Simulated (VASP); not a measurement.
# SrSmBr4 (P4/mmm) in VASP: single point with PBE

Aim: the single point of SrSmBr4 with PBE.

All numbers are computed with VASP 6.6.1; they aren't measurements. Logs are shortened: lines on timing, memory, paths and dates and some standing lists are left out, and cuts for length are marked.

**1. The cell of the first run**

Symmetry: P4/mmm, No. 123, tetragonal system. Conventional cell: a = 4.623 Å, b = 4.623 Å, c = 7.800 Å, α = 90.00°, β = 90.00°, γ = 90.00°. Sr (site symmetry 4/mmm) has 10 Br at 3.10 to 3.36 Å within 4.1 Å. Sm (site symmetry 4/mmm) has 10 Br at 3.11 to 3.37 Å within 4.1 Å. Within 2.1 Å of Br (site symmetry 4mm) lie 1 Br at 1.58 Å. Within 2.1 Å of Br (site symmetry 4mm) lie 1 Br at 1.60 Å.

The cell was generated, and may not be a known phase.

**2. Single point, PBE**

INCAR

```
SYSTEM = SrSmBr4
PREC     = Accurate       ! precision mode
ENCUT    = 690            ! plane-wave cutoff, eV
EDIFF    = 1E-6           ! SCF threshold, eV
ISMEAR   = 0              ! smearing method
SIGMA    = 0.1            ! smearing width, eV
LREAL    = .False.        ! projectors in reciprocal space
LASPH    = .True.         ! aspherical terms in the spheres
NELM     = 300            ! most SCF steps
ALGO     = All            ! electronic algorithm
ISIF     = 2              ! what is computed and relaxed
LWAVE    = .False.        ! write WAVECAR
LCHARG   = .False.        ! write CHGCAR
GGA      = PE             ! functional
NBANDS   = 36             ! bands
GGA_COMPAT= .False.      
LMAXMIX  = 6              ! l up to which the mixer works
ISEARCH  = 1            
KPAR     = 4
```

KPOINTS

```
Automatic mesh
0
Gamma
  4 4 2
  0 0 0
```

POSCAR

```
SrSmBr4
1.0
    4.6230858900      0.0000000000      0.0000000000
    0.0000000000      4.6230858900      0.0000000000
    0.0000000000      0.0000000000      7.7996287400
Sr Sm Br
1 1 4
Direct
    0.5000000000      0.5000000000      0.5000000000
    0.0000000000      0.0000000000      0.0000000000
    0.0000000000      0.0000000000      0.6013339800
    0.5000000000      0.5000000000      0.1024750000
    0.5000000000      0.5000000000      0.8975250000
    0.0000000000      0.0000000000      0.3986660200
```

Potentials or basis: VASP PAW PBE potentials, release 64 (Sr_sv, Sm, Br).

Command:

```bash
$ cat potpaw_PBE.64/Sr_sv/POTCAR potpaw_PBE.64/Sm/POTCAR potpaw_PBE.64/Br/POTCAR > POTCAR
$ mpirun -np 4 vasp_std > vasp.out
```

OUTCAR:

```text
SYSTEM = SrSmBr4
   PREC = Accurate
   ENCUT = 690
   EDIFF = 1E-6
   ISMEAR = 0
   LREAL = .False.
   LASPH = .True.
   NELM = 300
   ISIF = 2
   GGA = PE

 ion  position               nearest neighbor table
   1  0.500  0.500  0.500-   4 3.10   5 3.10   3 3.36   6 3.36   3 3.36   6 3.36   3 3.36   6 3.36
                             3 3.36   6 3.36
   2  0.000  0.000  0.000-   3 3.11   6 3.11
   3  0.000  0.000  0.601-   6 1.58   2 3.11   1 3.36   1 3.36   1 3.36   1 3.36
   4  0.500  0.500  0.102-   5 1.60   1 3.10
   5  0.500  0.500  0.898-   4 1.60   1 3.10
   6  0.000  0.000  0.399-   3 1.58   2 3.11   1 3.36   1 3.36   1 3.36   1 3.36

  LATTYP: Found a simple tetragonal cell.
 ALAT       =     4.6230858900
 C/A-ratio  =     1.6871044418

  Lattice vectors:

 A1 = (   4.6230858900,   0.0000000000,   0.0000000000)
 A2 = (   0.0000000000,   4.6230858900,   0.0000000000)
 A3 = (   0.0000000000,   0.0000000000,   7.7996287400)

Analysis of symmetry for initial positions (statically):
=====================================================================
 Subroutine PRICEL returns:
 Original cell was already a primitive cell.

 Routine SETGRP: Setting up the symmetry group for a
 simple tetragonal supercell.

 Subroutine GETGRP returns: Found 16 space group operations
 (whereof 16 operations were pure point group operations)
 out of a pool of 16 trial point group operations.

The static configuration has the point symmetry D_4h.

Analysis of symmetry for dynamics (positions and initial velocities):
=====================================================================
 Subroutine PRICEL returns:
 Original cell was already a primitive cell.

 Routine SETGRP: Setting up the symmetry group for a
 simple tetragonal supercell.

 Subroutine GETGRP returns: Found 16 space group operations
 (whereof 16 operations were pure point group operations)
 out of a pool of 16 trial point group operations.

The dynamic configuration has the point symmetry D_4h.

 Subroutine INISYM returns: Found 16 space group operations
 (whereof 16 operations are pure point group operations),
 and found     1 'primitive' translations

----------------------------------------------------------------------------------------

                                     Primitive cell

  volume of cell :     166.7009

  direct lattice vectors                    reciprocal lattice vectors
     4.623085890  0.000000000  0.000000000     0.216305737  0.000000000  0.000000000
     0.000000000  4.623085890  0.000000000     0.000000000  0.216305737  0.000000000
     0.000000000  0.000000000  7.799628740     0.000000000  0.000000000  0.128211231

  length of vectors
     4.623085890  4.623085890  7.799628740     0.216305737  0.216305737  0.128211231

  position of ions in fractional coordinates (direct lattice)
     0.500000000  0.500000000  0.500000000
     0.000000000  0.000000000  0.000000000
     0.000000000  0.000000000  0.601333980
     0.500000000  0.500000000  0.102475000
     0.500000000  0.500000000  0.897525000
     0.000000000  0.000000000  0.398666020

  ion indices of the primitive-cell ions
   primitive index   ion index
                 1           1
                 2           2
                 3           3
                 4           4
                 5           5
                 6           6

----------------------------------------------------------------------------------------

 KPOINTS: Automatic mesh

Automatic generation of k-mesh.
 Grid dimensions read from file:
 generate k-points for:    4    4    2

 Generating k-lattice:

  Cartesian coordinates                     Fractional coordinates (reciprocal lattice)
     0.054076434  0.000000000  0.000000000     0.250000000  0.000000000  0.000000000
     0.000000000  0.054076434  0.000000000     0.000000000  0.250000000  0.000000000
     0.000000000  0.000000000  0.064105615     0.000000000  0.000000000  0.500000000

  Length of vectors
     0.054076434  0.054076434  0.064105615

  Shift w.r.t. Gamma in fractional coordinates (k-lattice)
     0.000000000  0.000000000  0.000000000

 Subroutine IBZKPT returns following result:
 ===========================================

 Found     12 irreducible k-points:

 Following reciprocal coordinates:
            Coordinates               Weight
  0.000000  0.000000  0.000000      1.000000
  0.250000  0.000000  0.000000      4.000000
  0.500000  0.000000  0.000000      2.000000
  0.250000  0.250000  0.000000      4.000000
  0.500000  0.250000  0.000000      4.000000
  0.500000  0.500000  0.000000      1.000000
  0.000000  0.000000  0.500000      1.000000
  0.250000  0.000000  0.500000      4.000000
  0.500000  0.000000  0.500000      2.000000
  0.250000  0.250000  0.500000      4.000000
  0.500000  0.250000  0.500000      4.000000
  0.500000  0.500000  0.500000      1.000000
   k-points           NKPTS =     12   k-points in BZ     NKDIM =     12   number of bands    NBANDS=     36
   number of dos      NEDOS =    301   number of ions     NIONS =      6
   total plane-waves  NPLWV = 112000
   dimension x,y,z NGX =    40 NGY =   40 NGZ =   70
   dimension x,y,z NGXF=    80 NGYF=   80 NGZF=  140
   ions per type =               1   1   4
   NGX,Y,Z   is equivalent  to a cutoff of  14.38, 14.38, 14.92 a.u.
   NGXF,Y,Z  is equivalent  to a cutoff of  28.77, 28.77, 29.84 a.u.
 SYSTEM =  SrSmBr4
   PREC   = accura    normal or accurate (medium, high low for compatibility)
   ISTART =      0    job   : 0-new  1-cont  2-samecut
   ICHARG =      2    charge: 1-file 2-atom 10-const
   ISPIN  =      1    spin polarized calculation?
   LNONCOLLINEAR =      F non collinear calculations
   LSORBIT =      F    spin-orbit coupling
   LASPH  =      T    aspherical Exc in radial PAW
   ENCUT  =  690.0 eV  50.71 Ry    7.12 a.u.   9.90  9.90 16.71*2*pi/ulx,y,z
   NELM   =    300;   NELMIN=  2; NELMDL= -5     # of ELM steps
   EDIFF  = 0.1E-05   stopping-criterion for ELM
   LREAL  =      F    real-space projection
   EDIFFG = 0.1E-04   stopping-criterion for IOM
   NSW    =      0    number of steps for IOM
   IBRION =     -1    ionic relax: 0-MD 1-quasi-New 2-CG
   NFREE  =      0    steps in history (QN), initial steepest desc. (CG)
   ISIF   =      2    stress and relaxation
   ISYM   =      2    0-nonsym 1-usesym 2-fastsym
   POTIM  = 0.5000    time-step for ionic-motion
   TEBEG  =    0.0;   TEEND  =   0.0 temperature during run
   PSTRESS=    0.0 pullay stress
   NELECT =      54.0000    total number of electrons
   NUPDOWN=      -1.0000    fix difference up-down
   EMIN   =  10.00;   EMAX   =-10.00  energy-range for DOS
   EFERMI =   0.00;   METHOD = LEGACY
   ISMEAR =     0;   SIGMA  =   0.10  broadening in eV -4-tet -1-fermi 0-gaus
   EFERMI_NEDOS =   21; number of points for ismear=-14 and -15
   IALGO  =     58    algorithm
   IMIX   =      4    mixing-type and parameters
     AMIX     =   0.40;   BMIX     =  1.00
     AMIX_MAG =   1.60;   BMIX_MAG =  1.00
  volume/ion in A,a.u.               =      27.78       187.49
  Fermi-wavevector in a.u.,A,eV,Ry     =   1.124329  2.124674 17.199342  1.264116
  Thomas-Fermi vector in A             =   2.261000
   LORBIT       =      0    0 simple, 1 ext, 2 COOP (PROOUT), +10 PAW based schemes
   GGA     = PE    functional components
   LHFCALC =     F    Hartree Fock is set to
   AEXX    =    0.0000 exact exchange contribution
   IVDW    =     0    specifies the selected vdW correction
   LEPSILON=     F    determine dielectric tensor
   LRPA    =     F    only Hartree local field effects (RPA)
 non-spin polarized calculation
 Gauss-broadening in eV      SIGMA  =   0.10
  energy-cutoff  :      690.00
  volume of cell :      166.70
 maximum number of plane-waves:      6896
 NGX is ok and might be reduce to    40
   NGX = 19   NGY = 19   NGZ = 33

 number of electron      54.0000004 magnetization

 Free energy of the ion-electron system (eV)
  ---------------------------------------------------
  ext. energy  EPLUGINS =         0.00000000
  ---------------------------------------------------
  free energy    TOTEN  =        18.21561104 eV

  energy without entropy =       18.39962194  energy(sigma->0) =       18.30761649

 E-fermi :   5.6091     XC(G=0):  -9.2442

 val. band max:        5.6106795997   @ k =   0.5000   0.0000   0.0000
 cond. band min:       5.6163763667   @ k =   0.5000   0.2500   0.5000
 fundamental gap:      0.0056967670
 Fermi energy:         5.6090761660

 k-point     1 :       0.0000    0.0000    0.0000
  band No.  band energies     occupation
      1     -34.5845      2.00000
      2     -31.5154      2.00000
      3     -21.1720      2.00000
      4     -20.9022      2.00000
      5     -14.6260      2.00000
      6     -14.4706      2.00000
[... 28 lines left out ...]
     35       6.7476      0.00000
     36       6.8911      0.00000

 k-point     2 :       0.2500    0.0000    0.0000
  band No.  band energies     occupation
      1     -34.5836      2.00000
      2     -31.5140      2.00000
      3     -21.1752      2.00000
      4     -20.9081      2.00000
      5     -14.6156      2.00000
      6     -14.4649      2.00000
[... 28 lines left out ...]
     35       7.0355      0.00000
     36       7.4263      0.00000

 k-point     3 :       0.5000    0.0000    0.0000
  band No.  band energies     occupation
      1     -34.5826      2.00000
      2     -31.5127      2.00000
      3     -21.1784      2.00000
      4     -20.9141      2.00000
      5     -14.6052      2.00000
      6     -14.4589      2.00000
[... 28 lines left out ...]
     35       7.3832      0.00000
     36       7.5646      0.00000
[... 274 lines left out ...]
 k-point    11 :       0.5000    0.2500    0.5000
  band No.  band energies     occupation
      1     -34.5818      2.00000
      2     -31.5117      2.00000
      3     -21.1715      2.00000
      4     -20.9044      2.00000
      5     -14.5660      2.00000
      6     -14.4974      2.00000
[... 28 lines left out ...]
     35       7.0396      0.00000
     36       7.4206      0.00000

 k-point    12 :       0.5000    0.5000    0.5000
  band No.  band energies     occupation
      1     -34.5810      2.00000
      2     -31.5107      2.00000
      3     -21.1628      2.00000
      4     -20.8931      2.00000
      5     -14.5625      2.00000
      6     -14.5358      2.00000
[... 28 lines left out ...]
     35       7.0821      0.00000
     36       7.7303      0.00000

------------------------ aborting loop because EDIFF is reached ----------------------------------------

  FORCE on cell =-STRESS in cart. coord.  units (eV):
  Direction    XX          YY          ZZ          XY          YZ          ZX
  --------------------------------------------------------------------------------------
  -------------------------------------------------------------------------------------
  Total        3.2769335      3.2769335    205.9603023      0.0000000      0.0000000      0.0000000
  in kB       31.4949092     31.4949092   1979.5033814      0.0000000      0.0000000      0.0000000
  external PRESSURE =     680.8310666 kB  Pullay stress =       0.0000000 kB

 VOLUME and BASIS-vectors are now :
 -----------------------------------------------------------------------------
  energy-cutoff  :      690.00
  volume of cell :      166.70
      direct lattice vectors                 reciprocal lattice vectors
     4.623085890  0.000000000  0.000000000     0.216305737  0.000000000  0.000000000
     0.000000000  4.623085890  0.000000000     0.000000000  0.216305737  0.000000000
     0.000000000  0.000000000  7.799628740     0.000000000  0.000000000  0.128211231

 POSITION                                       TOTAL-FORCE (eV/Angst)
 -----------------------------------------------------------------------------------
      2.31154      2.31154      3.89981         0.000000      0.000000      0.000000
      0.00000      0.00000      0.00000         0.000000      0.000000      0.000000
      0.00000      0.00000      4.69018        -0.000000      0.000000     64.943338
      2.31154      2.31154      0.79927         0.000000     -0.000000     59.229905
      2.31154      2.31154      7.00036         0.000000      0.000000    -59.229905
      0.00000      0.00000      3.10945         0.000000      0.000000    -64.943338
 -----------------------------------------------------------------------------------
    total drift:                                0.000000     -0.000000     -0.000000

  FREE ENERGIE OF THE ION-ELECTRON SYSTEM (eV)
  ---------------------------------------------------
  free  energy   TOTEN  =        18.2156110383 eV

  energy  without entropy=       18.3996597993  energy(sigma->0) =       18.30763542
```

It took 10 min on 4 MPI ranks of Intel Xeon Platinum 8259CL at 2.50GHz (Skylake/Cascade Lake), shared host; peak memory 0.48 GiB.

What came out:

```yaml
Free_energy: 18.2156 eV
Pressure: 68.1 GPa
Largest_force: 64.943 eV/Å
Band_gap_on_the_k_mesh: zero (bands 27 and 28 overlap by 0.16 eV)
```

Forces in eV/Å, atoms in the order of the input:
```
Sr    0.000   0.000   0.000
Sm    0.000   0.000   0.000
Br    0.000   0.000  64.943
Br    0.000   0.000  59.230
Br    0.000   0.000 -59.230
Br    0.000   0.000 -64.943
```

Caveat: the k points lie up to 0.40 Å⁻¹ apart; atoms lie so close that the PAW spheres overlap strongly, which falsifies energies and pressures; spin-orbit coupling is left out, which moves the levels of the heavy elements; the run has no spin polarisation, though such a crystal can be magnetic; semilocal functionals describe open f shells poorly, which spoils levels, moments and volumes; forces of over 1 eV/Å act on the atoms, so gaps and moduli don't describe the material at rest.
